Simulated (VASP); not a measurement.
# Li8Nb8HO23 (a cell with a defect) in VASP: further runs

Li8Nb8HO23 (a cell with a defect) is run at these levels: PBE, r2SCAN; tasks: single point.

Everything below comes from runs of VASP 6.6.1. Logs are shortened: lines on timing, memory, paths and dates and some standing lists are left out, and cuts for length are marked.

## Step 1: The cell of the first run

The cell holds a defect, 40 atoms: a = 5.550 Å, b = 11.101 Å, c = 11.101 Å, α = 55.75°, β = 55.75°, γ = 55.75°.

## Step 2: Single point, PBE

Input file INCAR:

```
SYSTEM = Li8Nb8HO23
ALGO     = Normal         ! electronic algorithm
EDIFF    = 1E-7           ! SCF threshold, eV
ENCUT    = 520            ! plane-wave cutoff, eV
GGA      = PE             ! functional
ISIF     = 2              ! what is computed and relaxed
ISMEAR   = 0              ! smearing method
LASPH    = .True.         ! aspherical terms in the spheres
LCHARG   = .False.        ! write CHGCAR
LREAL    = Auto         
LWAVE    = .False.        ! write WAVECAR
NBANDS   = 160            ! bands
NELECT   = 268.0        
NELM     = 80             ! most SCF steps
PREC     = Accurate       ! precision mode
SIGMA    = 0.01           ! smearing width, eV
```

Input file KPOINTS:

```
Automatic mesh
0
Gamma
  1 1 1
  0.25 0.25 0.25
```

Input file POSCAR:

```
Li8Nb8HO23
1.0
    2.5949501352      1.4981951591      4.6722232478
   -5.1899002704      2.9963903182      9.3444464955
    0.0000000000     -5.9927806363      9.3444464955
Li Nb O H
8 8 23 1
Direct
    0.7274213660      0.3478571225      0.3559699135
    0.2136781482      0.1218039845      0.1044605551
    0.7073875465      0.3604076873      0.8649483027
    0.2266125733      0.1130463826      0.6063687500
    0.7181696735      0.8634349309      0.3717082072
    0.2306142716      0.6104072157      0.1082185625
    0.7154856161      0.8586062778      0.8624198672
    0.2046050537      0.6162514541      0.6129771795
    0.9878748677      0.5046847021      0.5009135251
    0.4985554660      0.2551601192      0.2510240513
    1.0017802291      0.5097662905      0.9994122982
    0.4887959612      0.2556070224      0.7550711286
    1.0035479795      1.0063117882      0.5011941099
    0.4937993103      0.7694992730      0.2486975141
    1.0094229090      1.0069114820      0.9944541800
    0.5000331127      0.7547828579      0.7530398087
    0.2905656780      0.3227793568      0.4432500218
    0.6475609066      0.4383320894      0.1373601086
    0.8993323213      0.1366047223      0.3191556561
    0.3911748014      0.0691622928      0.3943327779
    0.7735454877      0.1876462843      0.0753811653
    0.1404482460      0.3831017490      0.1978457526
    0.2850593139      0.3197374857      0.9404170737
    0.6365428362      0.4459802262      0.6314701313
    0.8992811511      0.1423386492      0.8150970847
    0.3915212593      0.0672477025      0.8903658324
    0.7741109113      0.1873609685      0.5751572643
    0.1439743866      0.3897738623      0.6895923646
    0.2910007120      0.8181791204      0.4432645357
    0.6475332038      0.9418893098      0.1248207108
    0.8934717626      0.6338685990      0.3167132035
    0.7661360990      0.6811979797      0.0806315438
    0.1320040969      0.8837300156      0.1995001038
    0.2847493917      0.8179283650      0.9427709290
    0.6474395963      0.9396193920      0.6350257412
    0.8923979224      0.6384764827      0.8184844859
    0.3909230264      0.5674175144      0.8911583287
    0.7873044121      0.6861542316      0.5717924946
    0.1402921425      0.8840815483      0.6981519664
    0.3870101085      0.5706478768      0.3858378081
```

Potentials or basis: VASP PAW PBE potentials, release 64 (Li_sv, Nb_sv, O, H).

Run with:

```bash
> cat potpaw_PBE.64/Li_sv/POTCAR potpaw_PBE.64/Nb_sv/POTCAR potpaw_PBE.64/O/POTCAR potpaw_PBE.64/H/POTCAR > POTCAR
> mpirun -np 1 vasp_std > vasp.out
```

OUTCAR:

```text
SYSTEM = Li8Nb8HO23
   EDIFF = 1E-7
   ENCUT = 520
   GGA = PE
   ISIF = 2
   ISMEAR = 0
   LASPH = .True.
   LREAL = Auto
   NELECT = 268.0
   NELM = 80
   PREC = Accurate

 ion  position               nearest neighbor table
   1  0.727  0.348  0.356-  22 2.05  27 2.11  19 2.17  17 2.17  18 2.25
   2  0.214  0.122  0.104-  23 1.99  19 2.05  30 2.13  21 2.28
   3  0.707  0.360  0.865-  37 2.02  21 2.10  28 2.15  23 2.23
   4  0.227  0.113  0.606-  25 2.05  17 2.07  35 2.09  20 2.23
   5  0.718  0.863  0.372-  20 2.01  33 2.03  38 2.04
   6  0.231  0.610  0.108-  34 2.04  31 2.04  18 2.07
   7  0.715  0.859  0.862-  26 2.05  39 2.07  32 2.14  34 2.25
   8  0.205  0.616  0.613-  36 1.99  29 2.06  24 2.09  38 2.22
   9  0.988  0.505  0.501-  24 1.87  31 1.89  17 1.93  38 2.05  28 2.13
  10  0.499  0.255  0.251-  22 1.88  21 1.92  20 1.94  18 2.06  17 2.12  19 2.17
  11  0.002  0.510  0.999-  36 1.90  18 1.96  32 1.99  23 2.00  37 2.07  22 2.15
  12  0.489  0.256  0.755-  28 1.88  26 1.93  27 1.97  23 2.04  24 2.11  25 2.18
  13  0.004  0.006  0.501-  19 1.90  35 1.94  29 1.98  27 2.03  20 2.10  39 2.14
  14  0.494  0.769  0.249-  33 1.88  30 1.96  32 1.99  29 2.03  31 2.15
  15  0.009  0.007  0.994-  25 1.89  34 1.96  30 1.96  26 2.06  21 2.07  33 2.17
  16  0.500  0.755  0.753-  39 1.89  37 1.96  38 1.98  34 2.06  35 2.06  36 2.12
  17  0.291  0.323  0.443-   9 1.93   4 2.07  10 2.12   1 2.17
  18  0.648  0.438  0.137-  11 1.96  10 2.06   6 2.07   1 2.25
  19  0.899  0.137  0.319-  13 1.90   2 2.05   1 2.17  10 2.17
  20  0.391  0.069  0.394-  10 1.94   5 2.01  13 2.10   4 2.23
  21  0.774  0.188  0.075-  10 1.92  15 2.07   3 2.10   2 2.28
  22  0.140  0.383  0.198-  10 1.88   1 2.05  11 2.15
  23  0.285  0.320  0.940-   2 1.99  11 2.00  12 2.04   3 2.23
  24  0.637  0.446  0.631-   9 1.87   8 2.09  12 2.11
  25  0.899  0.142  0.815-  15 1.89   4 2.05  12 2.18
  26  0.392  0.067  0.890-  12 1.93   7 2.05  15 2.06
  27  0.774  0.187  0.575-  12 1.97  13 2.03   1 2.11
  28  0.144  0.390  0.690-  12 1.88   9 2.13   3 2.15
  29  0.291  0.818  0.443-  13 1.98  14 2.03   8 2.06
  30  0.648  0.942  0.125-  15 1.96  14 1.96   2 2.13
  31  0.893  0.634  0.317-   9 1.89   6 2.04  14 2.15
  32  0.766  0.681  0.081-  14 1.99  11 1.99   7 2.14
  33  0.132  0.884  0.200-  14 1.88   5 2.03  15 2.17
  34  0.285  0.818  0.943-  15 1.96   6 2.04  16 2.06   7 2.25
  35  0.647  0.940  0.635-  13 1.94  16 2.06   4 2.09
  36  0.892  0.638  0.818-  11 1.90   8 1.99  16 2.12
  37  0.391  0.567  0.891-  16 1.96   3 2.02  11 2.07
  38  0.787  0.686  0.572-  16 1.98   5 2.04   9 2.05   8 2.22
  39  0.140  0.884  0.698-  16 1.89   7 2.07  13 2.14
  40  0.387  0.571  0.386-

  LATTYP: Found a base centered monoclinic cell.
 ALAT       =    15.1977748150
 B/A-ratio  =     0.6829815988
 C/A-ratio  =     0.3652177897
 COS(beta)  =    -0.0918250334

  Lattice vectors:

 A1 = (   7.7848504056,  -1.4981951591,  -4.6722232477)
 A2 = (   2.5949501352,   7.4909757954,  -4.6722232477)
 A3 = (   2.5949501352,   1.4981951591,   4.6722232478)

Analysis of symmetry for initial positions (statically):
=====================================================================
 Subroutine PRICEL returns:
 Original cell was already a primitive cell.

 Routine SETGRP: Setting up the symmetry group for a
 base centered monoclinic supercell.

 Subroutine GETGRP returns: Found  1 space group operations
 (whereof  1 operations were pure point group operations)
 out of a pool of  4 trial point group operations.

The static configuration has the point symmetry C_1 .

Analysis of symmetry for dynamics (positions and initial velocities):
=====================================================================
 Subroutine PRICEL returns:
 Original cell was already a primitive cell.

 Routine SETGRP: Setting up the symmetry group for a
 base centered monoclinic supercell.

 Subroutine GETGRP returns: Found  1 space group operations
 (whereof  1 operations were pure point group operations)
 out of a pool of  4 trial point group operations.

The dynamic configuration has the point symmetry C_1 .

 Subroutine INISYM returns: Found  1 space group operations
 (whereof  1 operations are pure point group operations),
 and found     1 'primitive' translations

----------------------------------------------------------------------------------------

                                     Primitive cell

  volume of cell :     435.9455

  direct lattice vectors                    reciprocal lattice vectors
     2.594950135  1.498195159  4.672223248     0.192681930  0.111244964  0.071343623
    -5.189900270  2.996390318  9.344446495    -0.096340965  0.055622482  0.035671811
     0.000000000 -5.992780636  9.344446495    -0.000000000 -0.111244964  0.035671811

  length of vectors
     5.550497727 11.100995454 11.100995454     0.233648626  0.116824313  0.116824313

  position of ions in fractional coordinates (direct lattice)
     0.727421366  0.347857123  0.355969913
     0.213678148  0.121803984  0.104460555
     0.707387547  0.360407687  0.864948303
     0.226612573  0.113046383  0.606368750
     0.718169674  0.863434931  0.371708207
     0.230614272  0.610407216  0.108218562
[... 32 lines left out ...]
     0.140292143  0.884081548  0.698151966
     0.387010109  0.570647877  0.385837808

  ion indices of the primitive-cell ions
   primitive index   ion index
                 1           1
                 2           2
                 3           3
                 4           4
                 5           5
                 6           6
[... 32 lines left out ...]
                39          39
                40          40

----------------------------------------------------------------------------------------

 KPOINTS: Automatic mesh

Automatic generation of k-mesh.
 Grid dimensions read from file:
 generate k-points for:    1    1    1

 Generating k-lattice:

  Cartesian coordinates                     Fractional coordinates (reciprocal lattice)
     0.192681930  0.111244964  0.071343623     1.000000000  0.000000000  0.000000000
    -0.096340965  0.055622482  0.035671811     0.000000000  1.000000000  0.000000000
    -0.000000000 -0.111244964  0.035671811     0.000000000  0.000000000  1.000000000

  Length of vectors
     0.233648626  0.116824313  0.116824313

  Shift w.r.t. Gamma in fractional coordinates (k-lattice)
     0.250000000  0.250000000  0.250000000

 Subroutine IBZKPT returns following result:
 ===========================================

 Found      1 irreducible k-points:

 Following reciprocal coordinates:
            Coordinates               Weight
  0.250000  0.250000  0.250000      2.000000
   k-points           NKPTS =      1   k-points in BZ     NKDIM =      1   number of bands    NBANDS=    160
   number of dos      NEDOS =    301   number of ions     NIONS =     40
   total plane-waves  NPLWV = 296352
   dimension x,y,z NGX =    42 NGY =   84 NGZ =   84
   dimension x,y,z NGXF=    84 NGYF=  168 NGZF=  168
   ions per type =               8   8  23   1
   NGX,Y,Z   is equivalent  to a cutoff of  12.58, 12.58, 12.58 a.u.
   NGXF,Y,Z  is equivalent  to a cutoff of  25.16, 25.16, 25.16 a.u.
 SYSTEM =  Li8Nb8HO23
   PREC   = accura    normal or accurate (medium, high low for compatibility)
   ISTART =      0    job   : 0-new  1-cont  2-samecut
   ICHARG =      2    charge: 1-file 2-atom 10-const
   ISPIN  =      1    spin polarized calculation?
   LNONCOLLINEAR =      F non collinear calculations
   LSORBIT =      F    spin-orbit coupling
   LASPH  =      T    aspherical Exc in radial PAW
   ENCUT  =  520.0 eV  38.22 Ry    6.18 a.u.  10.32 20.64 20.64*2*pi/ulx,y,z
   NELM   =     80;   NELMIN=  2; NELMDL= -5     # of ELM steps
   EDIFF  = 0.1E-06   stopping-criterion for ELM
   LREAL  =      T    real-space projection
   EDIFFG = 0.1E-05   stopping-criterion for IOM
   NSW    =      0    number of steps for IOM
   IBRION =     -1    ionic relax: 0-MD 1-quasi-New 2-CG
   NFREE  =      0    steps in history (QN), initial steepest desc. (CG)
   ISIF   =      2    stress and relaxation
   ISYM   =      2    0-nonsym 1-usesym 2-fastsym
   POTIM  = 0.5000    time-step for ionic-motion
   TEBEG  =    0.0;   TEEND  =   0.0 temperature during run
   PSTRESS=    0.0 pullay stress
   NELECT =     268.0000    total number of electrons
   NUPDOWN=      -1.0000    fix difference up-down
   EMIN   =  10.00;   EMAX   =-10.00  energy-range for DOS
   EFERMI =   0.00;   METHOD = LEGACY
   ISMEAR =     0;   SIGMA  =   0.01  broadening in eV -4-tet -1-fermi 0-gaus
   EFERMI_NEDOS =   21; number of points for ismear=-14 and -15
   IALGO  =     38    algorithm
   IMIX   =      4    mixing-type and parameters
     AMIX     =   0.40;   BMIX     =  1.00
     AMIX_MAG =   1.60;   BMIX_MAG =  1.00
  volume/ion in A,a.u.               =      10.90        73.55
  Fermi-wavevector in a.u.,A,eV,Ry     =   1.392010  2.630517 26.363898  1.937692
  Thomas-Fermi vector in A             =   2.515794
   LORBIT       =      0    0 simple, 1 ext, 2 COOP (PROOUT), +10 PAW based schemes
   GGA     = PE    functional components
   LHFCALC =     F    Hartree Fock is set to
   AEXX    =    0.0000 exact exchange contribution
   IVDW    =     0    specifies the selected vdW correction
   LEPSILON=     F    determine dielectric tensor
   LRPA    =     F    only Hartree local field effects (RPA)
 non-spin polarized calculation
 Gauss-broadening in eV      SIGMA  =   0.01
  energy-cutoff  :      520.00
  volume of cell :      435.95
 maximum number of plane-waves:     11741
 NGX is ok and might be reduce to    42
   NGX = 21   NGY = 41   NGZ = 41

 number of electron     267.9999989 magnetization

 Free energy of the ion-electron system (eV)
  ---------------------------------------------------
  ext. energy  EPLUGINS =         0.00000000
  ---------------------------------------------------
  free energy    TOTEN  =      -307.35181290 eV

  energy without entropy =     -307.35181290  energy(sigma->0) =     -307.35181290

 E-fermi :   6.5538     XC(G=0): -10.6321

 val. band max:        6.5032958999   @ k =   0.2500   0.2500   0.2500
 cond. band min:       6.8348271815   @ k =   0.2500   0.2500   0.2500
 fundamental gap:      0.3315312816
 Fermi energy:         6.5538041075

 k-point     1 :       0.2500    0.2500    0.2500
  band No.  band energies     occupation
      1     -50.8113      2.00000
      2     -50.8034      2.00000
      3     -50.7900      2.00000
      4     -50.7460      2.00000
      5     -50.7356      2.00000
      6     -50.7226      2.00000
[... 138 lines left out ...]
    145       7.7018      0.00000
    146       7.8204      0.00000
 [bands above 146 left out]

------------------------ aborting loop because EDIFF is reached ----------------------------------------

  FORCE on cell =-STRESS in cart. coord.  units (eV):
  Direction    XX          YY          ZZ          XY          YZ          ZX
  --------------------------------------------------------------------------------------
  -------------------------------------------------------------------------------------
  Total        9.8948189      9.1139714      8.3953437     -1.9252575      0.5172029      1.6564250
  in kB       36.3652181     33.4954647     30.8543805     -7.0756635      1.9008125      6.0876564
  external PRESSURE =      33.5716878 kB  Pullay stress =       0.0000000 kB

 VOLUME and BASIS-vectors are now :
 -----------------------------------------------------------------------------
  energy-cutoff  :      520.00
  volume of cell :      435.95
      direct lattice vectors                 reciprocal lattice vectors
     2.594950135  1.498195159  4.672223248     0.192681930  0.111244964  0.071343623
    -5.189900270  2.996390318  9.344446495    -0.096340965  0.055622482  0.035671811
     0.000000000 -5.992780636  9.344446495    -0.000000000 -0.111244964  0.035671811

 POSITION                                       TOTAL-FORCE (eV/Angst)
 -----------------------------------------------------------------------------------
      0.08228     -0.00111      9.97555         0.005068     -0.004796      0.000017
     -0.07767      0.05909      3.11267         0.002164     -0.005610     -0.004164
     -0.03484     -3.04372     14.75535         0.002544     -0.003139     -0.001201
      0.00135     -2.95559      7.78132         0.002353      0.005451     -0.003080
     -2.61753      1.43558     14.89718         0.000094      0.000120     -0.013411
     -2.56952      1.52599      7.79264        -0.003147     -0.001742     -0.004806
[... 32 lines left out ...]
     -4.22424     -1.32463     15.44057         0.006410      0.014251     -0.000951
     -1.95733     -0.02254     10.74603        -0.007684      0.003974      0.008590
 -----------------------------------------------------------------------------------
    total drift:                               -0.000291      0.000152     -0.016053

  FREE ENERGIE OF THE ION-ELECTRON SYSTEM (eV)
  ---------------------------------------------------
  free  energy   TOTEN  =      -307.3518128960 eV

  energy  without entropy=     -307.3518128960  energy(sigma->0) =     -307.35181290
```

Wall time 2.8 min (1 thread of AMD EPYC 9R45 (Zen 5), shared host); peak memory 0.62 GiB.

What came out:

```
Free energy   : -307.3518 eV
Largest force : 0.056 eV/Å
```

Forces in eV/Å, atoms in the order of the input:
```
Li   0.005 -0.005  0.000
Li   0.002 -0.006 -0.004
Li   0.003 -0.003 -0.001
Li   0.002  0.005 -0.003
Li   0.000  0.000 -0.013
Li  -0.003 -0.002 -0.005
Li   0.000  0.000 -0.004
Li   0.001  0.004 -0.002
Nb   0.012  0.026  0.048
Nb   0.012  0.005  0.008
Nb  -0.017 -0.006  0.034
Nb   0.007  0.000  0.010
Nb   0.003  0.010  0.028
Nb  -0.001  0.016  0.011
Nb   0.001 -0.015  0.012
Nb   0.003 -0.017  0.023
O    0.005  0.006 -0.021
O    0.015 -0.016 -0.016
O   -0.009 -0.010  0.005
O   -0.018  0.013  0.005
O    0.006 -0.018 -0.004
O    0.010  0.009 -0.003
O    0.004  0.011 -0.010
O   -0.002 -0.028 -0.022
O   -0.012 -0.023  0.000
O   -0.020 -0.001 -0.012
O    0.009 -0.001 -0.019
O    0.005  0.016 -0.007
O   -0.012  0.013 -0.007
O    0.028 -0.006 -0.007
O   -0.021 -0.004 -0.008
O    0.005 -0.010  0.005
O    0.013  0.015  0.007
O   -0.018  0.017 -0.006
O    0.013 -0.015 -0.016
O   -0.015  0.003 -0.018
O   -0.017  0.012  0.002
O    0.001 -0.016  0.002
O    0.006  0.014 -0.001
H   -0.008  0.004  0.009
```

Caveat: the k points lie up to 1.14 Å⁻¹ apart, too coarse for converged energies, forces and pressures; the cell carries a net charge on a neutralising background, which shifts energy and pressure; the cell is charged against a uniform background, so pressure and absolute levels hang on convention; the cutoff is under 1.25 times the usual one of these potentials, so pressure, stress and relaxed cells hold a basis-set (Pulay) error.

(Continued in part 2 of 2.)
